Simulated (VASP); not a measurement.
# MoS2 (C2/c) in VASP: further runs

Runs on MoS2. Level: PBE. Tasks: single point.

All numbers are computed with VASP 6.6.1; they aren't measurements. Logs are shortened: lines on timing, memory, paths and dates and some standing lists are left out, and cuts for length are marked.

**1. The cell of the first run**

It takes space group C2/c (No. 15, monoclinic). The conventional cell has a = 3.185 Å, b = 5.517 Å, c = 14.820 Å, α = 90.00°, β = 92.29°, γ = 90.00°. Mo (site symmetry 2) has 6 S at 2.41 Å and 6 Mo at 3.19 Å within 3.2 Å. Within 3.2 Å of S (site symmetry 1) lie 3 Mo at 2.41 Å and 7 S at 3.13 to 3.19 Å.

**2. Single point, PBE (shear of c along a, cell held: +4.0 %, then relaxed in part)**

INCAR

```
PREC     = Accurate       # precision mode
ENCUT    = 520            # plane-wave cutoff, eV
EDIFF    = 1E-6           # SCF threshold, eV
ISMEAR   = 0              # smearing method
SIGMA    = 0.02           # smearing width, eV
LREAL    = F              # projectors in reciprocal space
LASPH    = T              # aspherical terms in the spheres
NELM     = 80             # most SCF steps
ALGO     = Normal         # electronic algorithm
ISIF     = 2              # what is computed and relaxed
LWAVE    = F              # write WAVECAR
LCHARG   = T              # write CHGCAR
GGA      = PE             # functional
LELF     = T              # ELF
LVHAR    = T            
NBANDS   = 35             # bands
```

KPOINTS

```
Automatic mesh
0
Gamma
  12 12 2
```

POSCAR

```
MoS2
1.0
    3.1850687718      0.0000000000      0.0000000000
   -1.5925343859      2.7583504691      0.0000000000
    0.5923201259      0.0000000000     14.8080031482
Mo S
2 4
Direct
    0.6668090335      0.3336180670      0.2500000000
    0.3331909665      0.6663819330      0.7500000000
    0.6860818501      0.3330642564      0.6444787314
    0.3139181499      0.6669357436      0.3555212686
    0.6469824063      0.3330642564      0.8555212686
    0.3530175937      0.6669357436      0.1444787314
```

Potentials or basis: VASP PAW PBE potentials, release 64 (Mo_sv, S).

Started as:

```sh
$ cat potpaw_PBE.64/Mo_sv/POTCAR potpaw_PBE.64/S/POTCAR > POTCAR
$ mpirun -np 1 vasp_std > vasp.out
```

OUTCAR:

```text
PREC = Accurate
   ENCUT = 520
   EDIFF = 1E-6
   ISMEAR = 0
   LREAL = F
   LASPH = T
   NELM = 80
   ISIF = 2
   GGA = PE

 ion  position               nearest neighbor table
   1  0.667  0.334  0.250-   6 2.41   4 2.41   4 2.41   6 2.41   4 2.41   6 2.41
   2  0.333  0.666  0.750-   3 2.41   5 2.41   3 2.41   5 2.41   3 2.41   5 2.41
   3  0.686  0.333  0.644-   2 2.41   2 2.41   2 2.41
   4  0.314  0.667  0.356-   1 2.41   1 2.41   1 2.41
   5  0.647  0.333  0.856-   2 2.41   2 2.41   2 2.41
   6  0.353  0.667  0.144-   1 2.41   1 2.41   1 2.41

  LATTYP: Found a base centered monoclinic cell.
 ALAT       =     3.1850687718
 B/A-ratio  =     1.7320508075
 C/A-ratio  =     4.6529120335
 COS(beta)  =    -0.0399680383

  Lattice vectors:

 A1 = (  -1.5925343859,   2.7583504691,   0.0000000000)
 A2 = (  -1.5925343859,  -2.7583504691,   0.0000000000)
 A3 = (   0.5923201259,   0.0000000000,  14.8080031482)

Analysis of symmetry for initial positions (statically):
=====================================================================
 Subroutine PRICEL returns:
 Original cell was already a primitive cell.

 Routine SETGRP: Setting up the symmetry group for a
 base centered monoclinic supercell.

 Subroutine GETGRP returns: Found  4 space group operations
 (whereof  2 operations were pure point group operations)
 out of a pool of  4 trial point group operations.

The static configuration has the point symmetry S_2 .
 The point group associated with its full space group is C_2h.

Analysis of symmetry for dynamics (positions and initial velocities):
=====================================================================
 Subroutine PRICEL returns:
 Original cell was already a primitive cell.

 Routine SETGRP: Setting up the symmetry group for a
 base centered monoclinic supercell.

 Subroutine GETGRP returns: Found  4 space group operations
 (whereof  2 operations were pure point group operations)
 out of a pool of  4 trial point group operations.

The dynamic configuration has the point symmetry S_2 .
 The point group associated with its full space group is C_2h.

 Subroutine INISYM returns: Found  4 space group operations
 (whereof  2 operations are pure point group operations),
 and found     1 'primitive' translations

----------------------------------------------------------------------------------------

                                     Primitive cell

  volume of cell :     130.0962

  direct lattice vectors                    reciprocal lattice vectors
     3.185068772  0.000000000  0.000000000     0.313964963  0.181267756 -0.012558599
    -1.592534386  2.758350469  0.000000000     0.000000000  0.362535512  0.000000000
     0.592320126  0.000000000 14.808003148     0.000000000  0.000000000  0.067531050

  length of vectors
     3.185068772  3.185068772 14.819844816     0.362752968  0.362535512  0.067531050

  position of ions in fractional coordinates (direct lattice)
     0.666809034  0.333618067  0.250000000
     0.333190966  0.666381933  0.750000000
     0.686081850  0.333064256  0.644478731
     0.313918150  0.666935744  0.355521269
     0.646982406  0.333064256  0.855521269
     0.353017594  0.666935744  0.144478731

  ion indices of the primitive-cell ions
   primitive index   ion index
                 1           1
                 2           2
                 3           3
                 4           4
                 5           5
                 6           6

----------------------------------------------------------------------------------------

 KPOINTS: Automatic mesh

Automatic generation of k-mesh.
 Grid dimensions read from file:
 generate k-points for:   12   12    2

 Generating k-lattice:

  Cartesian coordinates                     Fractional coordinates (reciprocal lattice)
     0.026163747  0.015105646 -0.001046550     0.083333333 -0.000000000  0.000000000
     0.000000000  0.030211293  0.000000000     0.000000000  0.083333333  0.000000000
     0.000000000  0.000000000  0.033765525     0.000000000  0.000000000  0.500000000

  Length of vectors
     0.030229414  0.030211293  0.033765525

  Shift w.r.t. Gamma in fractional coordinates (k-lattice)
     0.000000000  0.000000000  0.000000000

 Subroutine IBZKPT returns following result:
 ===========================================

 Found     86 irreducible k-points:

 Following reciprocal coordinates:
            Coordinates               Weight
  0.000000  0.000000  0.000000      1.000000
  0.083333  0.000000  0.000000      4.000000
  0.166667  0.000000  0.000000      4.000000
  0.250000  0.000000  0.000000      4.000000
  0.333333  0.000000  0.000000      4.000000
  0.416667  0.000000  0.000000      4.000000
[... 16 lines left out ...]
  0.333333  0.166667  0.000000      4.000000
  0.416667  0.166667  0.000000      4.000000
 [... further k-points ...]
   k-points           NKPTS =     86   k-points in BZ     NKDIM =     86   number of bands    NBANDS=     35
   number of dos      NEDOS =    301   number of ions     NIONS =      6
   total plane-waves  NPLWV =  64512
   dimension x,y,z NGX =    24 NGY =   24 NGZ =  112
   dimension x,y,z NGXF=    48 NGYF=   48 NGZF=  224
   ions per type =               2   4
   NGX,Y,Z   is equivalent  to a cutoff of  12.53, 12.53, 12.56 a.u.
   NGXF,Y,Z  is equivalent  to a cutoff of  25.05, 25.05, 25.13 a.u.
 SYSTEM =  unknown system
   PREC   = accura    normal or accurate (medium, high low for compatibility)
   ISTART =      0    job   : 0-new  1-cont  2-samecut
   ICHARG =      2    charge: 1-file 2-atom 10-const
   ISPIN  =      1    spin polarized calculation?
   LNONCOLLINEAR =      F non collinear calculations
   LSORBIT =      F    spin-orbit coupling
   LASPH  =      T    aspherical Exc in radial PAW
   ENCUT  =  520.0 eV  38.22 Ry    6.18 a.u.   5.92  5.92 27.56*2*pi/ulx,y,z
   NELM   =     80;   NELMIN=  2; NELMDL= -5     # of ELM steps
   EDIFF  = 0.1E-05   stopping-criterion for ELM
   LREAL  =      F    real-space projection
   EDIFFG = 0.1E-04   stopping-criterion for IOM
   NSW    =      0    number of steps for IOM
   IBRION =     -1    ionic relax: 0-MD 1-quasi-New 2-CG
   NFREE  =      0    steps in history (QN), initial steepest desc. (CG)
   ISIF   =      2    stress and relaxation
   ISYM   =      2    0-nonsym 1-usesym 2-fastsym
   POTIM  = 0.5000    time-step for ionic-motion
   TEBEG  =    0.0;   TEEND  =   0.0 temperature during run
   PSTRESS=    0.0 pullay stress
   NELECT =      52.0000    total number of electrons
   NUPDOWN=      -1.0000    fix difference up-down
   EMIN   =  10.00;   EMAX   =-10.00  energy-range for DOS
   EFERMI =   0.00;   METHOD = LEGACY
   ISMEAR =     0;   SIGMA  =   0.02  broadening in eV -4-tet -1-fermi 0-gaus
   EFERMI_NEDOS =   21; number of points for ismear=-14 and -15
   IALGO  =     38    algorithm
   IMIX   =      4    mixing-type and parameters
     AMIX     =   0.40;   BMIX     =  1.00
     AMIX_MAG =   1.60;   BMIX_MAG =  1.00
  volume/ion in A,a.u.               =      21.68       146.32
  Fermi-wavevector in a.u.,A,eV,Ry     =   1.205927  2.278872 19.786408  1.454260
  Thomas-Fermi vector in A             =   2.341609
   LORBIT       =      0    0 simple, 1 ext, 2 COOP (PROOUT), +10 PAW based schemes
   GGA     = PE    functional components
   LHFCALC =     F    Hartree Fock is set to
   AEXX    =    0.0000 exact exchange contribution
   IVDW    =     0    specifies the selected vdW correction
   LEPSILON=     F    determine dielectric tensor
   LRPA    =     F    only Hartree local field effects (RPA)
 non-spin polarized calculation
 Gauss-broadening in eV      SIGMA  =   0.02
  energy-cutoff  :      520.00
  volume of cell :      130.10
 maximum number of plane-waves:      3532
   NGX = 11   NGY = 11   NGZ = 55

 number of electron      51.9999998 magnetization

 Free energy of the ion-electron system (eV)
  ---------------------------------------------------
  ext. energy  EPLUGINS =         0.00000000
  ---------------------------------------------------
  free energy    TOTEN  =       -43.71527316 eV

  energy without entropy =      -43.71527316  energy(sigma->0) =      -43.71527316

 E-fermi :   5.0558     XC(G=0):  -9.4404

 val. band max:        4.7879426639   @ k =   0.0000   0.0000   0.0000
 cond. band min:       6.2463451566   @ k =   0.3333   0.3333   0.5000
 fundamental gap:      1.4584024926
 Fermi energy:         5.0557628588

 k-point     1 :       0.0000    0.0000    0.0000
  band No.  band energies     occupation
      1     -56.2866      2.00000
      2     -56.2866      2.00000
      3     -30.4241      2.00000
      4     -30.4241      2.00000
      5     -30.2224      2.00000
      6     -30.2224      2.00000
[... 27 lines left out ...]
     34       7.5904      0.00000
     35      10.4356      0.00000

 k-point     2 :       0.0833    0.0000    0.0000
  band No.  band energies     occupation
      1     -56.2841      2.00000
      2     -56.2841      2.00000
      3     -30.4192      2.00000
      4     -30.4192      2.00000
      5     -30.2477      2.00000
      6     -30.2477      2.00000
[... 27 lines left out ...]
     34       7.5202      0.00000
     35      10.8252      0.00000

 k-point     3 :       0.1667    0.0000    0.0000
  band No.  band energies     occupation
      1     -56.2774      2.00000
      2     -56.2774      2.00000
      3     -30.4058      2.00000
      4     -30.4058      2.00000
      5     -30.3162      2.00000
      6     -30.3162      2.00000
[... 27 lines left out ...]
     34       7.9335      0.00000
     35      11.3866      0.00000

 k-point     4 :       0.2500    0.0000    0.0000
  band No.  band energies     occupation
      1     -56.2681      2.00000
      2     -56.2681      2.00000
      3     -30.4085      2.00000
      4     -30.4085      2.00000
      5     -30.3873      2.00000
      6     -30.3873      2.00000
[... 27 lines left out ...]
     34       8.3628      0.00000
     35      11.6882      0.00000

 k-point     5 :       0.3333    0.0000    0.0000
  band No.  band energies     occupation
      1     -56.2588      2.00000
      2     -56.2588      2.00000
      3     -30.4996      2.00000
      4     -30.4996      2.00000
      5     -30.3688      2.00000
      6     -30.3688      2.00000
[... 638 lines left out ...]
 k-point    22 :       0.2500    0.1667    0.0000
  band No.  band energies     occupation
      1     -56.2555      2.00000
      2     -56.2555      2.00000
      3     -30.4994      2.00000
      4     -30.4994      2.00000
      5     -30.3621      2.00000
      6     -30.3621      2.00000
[... 27 lines left out ...]
     34       9.0737      0.00000
     35      12.2020      0.00000

 k-point    23 :       0.3333    0.1667    0.0000
  band No.  band energies     occupation
      1     -56.2496      2.00000
      2     -56.2496      2.00000
      3     -30.5436      2.00000
      4     -30.5436      2.00000
      5     -30.3552      2.00000
      6     -30.3552      2.00000
[... 27 lines left out ...]
     34       9.1150      0.00000
     35      11.5775      0.00000

 k-point    24 :       0.4167    0.1667    0.0000
  band No.  band energies     occupation
      1     -56.2474      2.00000
      2     -56.2474      2.00000
      3     -30.5595      2.00000
      4     -30.5595      2.00000
      5     -30.3651      2.00000
      6     -30.3651      2.00000
[... 27 lines left out ...]
     34       9.0846      0.00000
     35      11.1040      0.00000

 [... further k-points ...]

------------------------ aborting loop because EDIFF is reached ----------------------------------------

  FORCE on cell =-STRESS in cart. coord.  units (eV):
  Direction    XX          YY          ZZ          XY          YZ          ZX
  --------------------------------------------------------------------------------------
  -------------------------------------------------------------------------------------
  Total       -0.0713111     -0.0714599     -0.1002932      0.0000000      0.0000000     -0.0205204
  in kB       -0.8782189     -0.8800519     -1.2351433      0.0000000      0.0000000     -0.2527155
  external PRESSURE =      -0.9978047 kB  Pullay stress =       0.0000000 kB

 VOLUME and BASIS-vectors are now :
 -----------------------------------------------------------------------------
  energy-cutoff  :      520.00
  volume of cell :      130.10
      direct lattice vectors                 reciprocal lattice vectors
     3.185068772  0.000000000  0.000000000     0.313964963  0.181267756 -0.012558599
    -1.592534386  2.758350469  0.000000000     0.000000000  0.362535512  0.000000000
     0.592320126  0.000000000 14.808003148     0.000000000  0.000000000  0.067531050

 POSITION                                       TOTAL-FORCE (eV/Angst)
 -----------------------------------------------------------------------------------
      1.74061      0.92024      3.70200        -0.000000     -0.000709     -0.000000
      0.44424      1.83811     11.10600         0.000000      0.000709      0.000000
      2.03654      0.91871      9.54344         0.001787     -0.000467      0.011122
      0.14832      1.83964      5.26456        -0.001787      0.000467     -0.011122
      2.03701      0.91871     12.66856        -0.001787     -0.000467     -0.011122
      0.14784      1.83964      2.13944         0.001787      0.000467      0.011122
 -----------------------------------------------------------------------------------
    total drift:                                0.000000      0.000000      0.000000

  FREE ENERGIE OF THE ION-ELECTRON SYSTEM (eV)
  ---------------------------------------------------
  free  energy   TOTEN  =       -43.7152731595 eV

  energy  without entropy=      -43.7152731595  energy(sigma->0) =      -43.71527316
```

Wall time 6.6 min (1 thread of Oxide Virtual Turin-like, shared host); peak memory 0.41 GiB.

Results:

```yaml
Free_energy: -43.7153 eV
Pressure: -0.1 GPa
Largest_force: 0.011 eV/Å
Band_gap_on_the_k_mesh: 1.46 eV (least direct gap 1.67 eV)
```

Forces on the atoms (eV/Å):
```
Mo   0.000 -0.001  0.000
Mo   0.000  0.001  0.000
S    0.002  0.000  0.011
S   -0.002  0.000 -0.011
S   -0.002  0.000 -0.011
S    0.002  0.000  0.011
```

Levels at points of the mesh, in eV from the valence-band top:
| k point | band 22 | band 23 | band 24 | band 25 | band 26 | band 27 | band 28 | band 29 | band 30 | band 31 |
| --- | --- | --- | --- | --- | --- | --- | --- | --- | --- | --- |
| (0.00, 0.00, 0.00) | -1.70 | -1.70 | -1.67 | -0.39 | 0.00 | 2.55 | 2.55 | 2.55 | 2.55 | 2.79 |
| (0.50, 0.00, 0.00) | -2.07 | -1.19 | -1.18 | -0.84 | -0.83 | 2.03 | 2.04 | 2.52 | 2.57 | 3.55 |
| (0.00, 0.50, 0.00) | -2.07 | -1.19 | -1.18 | -0.84 | -0.83 | 2.03 | 2.04 | 2.52 | 2.57 | 3.54 |
| (0.00, 0.00, 0.50) | -1.71 | -1.70 | -1.70 | -0.16 | -0.16 | 2.55 | 2.55 | 2.55 | 2.55 | 2.80 |
| (0.50, 0.00, 0.50) | -2.05 | -1.18 | -1.18 | -0.85 | -0.82 | 2.03 | 2.03 | 2.54 | 2.55 | 3.65 |
| (0.00, 0.50, 0.50) | -2.08 | -1.18 | -1.18 | -0.83 | -0.83 | 2.03 | 2.03 | 2.54 | 2.54 | 3.66 |

Caveat: the cell differs from its parent crystal (shear of c along a, cell held: +4.0 %, then relaxed in part); this functional lacks dispersion, which binds layers or chains, so the pressure and a relaxed spacing across them are unreliable. A k mesh can miss the band edges.

**3. Single point, PBE (shear of c along a, cell held: +6.0 %, then relaxed in part)**

INCAR

```
PREC = Accurate ; ENCUT = 520
EDIFF = 1E-6 ; ISMEAR = 0
SIGMA = 0.02 ; LREAL = F
LASPH = T ; NELM = 100
ALGO = Normal ; ISIF = 2
LWAVE = F ; LCHARG = T
GGA = PE ; LELF = T
LVHAR = T ; NBANDS = 35
```

KPOINTS

```
regular mesh
0
Gamma
  12 12 2
```

POSCAR

```
MoS2
1.0
    3.1850687718      0.0000000000      0.0000000000
   -1.5925343859      2.7583504691      0.0000000000
    0.8884801889      0.0000000000     14.8080031482
Mo S
2 4
Direct
    0.6670720345      0.3341440689      0.2500000000
    0.3329279655      0.6658559311      0.7500000000
    0.6956334366      0.3325388257      0.6444798983
    0.3043665634      0.6674611743      0.3555201017
    0.6369053891      0.3325388257      0.8555201017
    0.3630946109      0.6674611743      0.1444798983
```

Potentials or basis: VASP PAW PBE potentials, release 64 (Mo_sv, S).

Started as:

```sh
$ cat potpaw_PBE.64/Mo_sv/POTCAR potpaw_PBE.64/S/POTCAR > POTCAR
$ mpirun -np 1 vasp_std > vasp.out
```

Run time: 7.5 min. Hardware: 1 thread of Oxide Virtual Turin-like, shared host; peak memory 0.41 GiB.

It converged, with:

```
Free energy            : -43.7150 eV
Pressure               : -0.1 GPa
Largest force          : 0.011 eV/Å
Band gap on the k mesh : 1.46 eV (least direct gap 1.67 eV)
```

Forces on the atoms (eV/Å):
```
Mo   0.000 -0.001  0.000
Mo   0.000  0.001  0.000
S    0.001 -0.001  0.011
S   -0.001  0.001 -0.011
S   -0.001 -0.001 -0.011
S    0.001  0.001  0.011
```

Levels at points of the mesh, in eV from the valence-band top:
| k point | band 22 | band 23 | band 24 | band 25 | band 26 | band 27 | band 28 | band 29 | band 30 | band 31 |
| --- | --- | --- | --- | --- | --- | --- | --- | --- | --- | --- |
| (0.00, 0.00, 0.00) | -1.71 | -1.70 | -1.67 | -0.39 | 0.00 | 2.55 | 2.55 | 2.55 | 2.55 | 2.79 |
| (0.50, 0.00, 0.00) | -2.08 | -1.19 | -1.18 | -0.84 | -0.83 | 2.03 | 2.03 | 2.52 | 2.57 | 3.55 |
| (0.00, 0.50, 0.00) | -2.08 | -1.19 | -1.18 | -0.84 | -0.83 | 2.03 | 2.03 | 2.51 | 2.57 | 3.54 |
| (0.00, 0.00, 0.50) | -1.71 | -1.71 | -1.71 | -0.17 | -0.17 | 2.55 | 2.55 | 2.55 | 2.55 | 2.79 |
| (0.50, 0.00, 0.50) | -2.04 | -1.18 | -1.18 | -0.86 | -0.81 | 2.03 | 2.03 | 2.54 | 2.55 | 3.64 |
| (0.00, 0.50, 0.50) | -2.08 | -1.18 | -1.18 | -0.83 | -0.83 | 2.03 | 2.03 | 2.54 | 2.54 | 3.66 |

Caveat: the cell differs from its parent crystal (shear of c along a, cell held: +6.0 %, then relaxed in part); this functional lacks dispersion, which binds layers or chains, so the pressure and a relaxed spacing across them are unreliable.

[end of part 1 of 2]
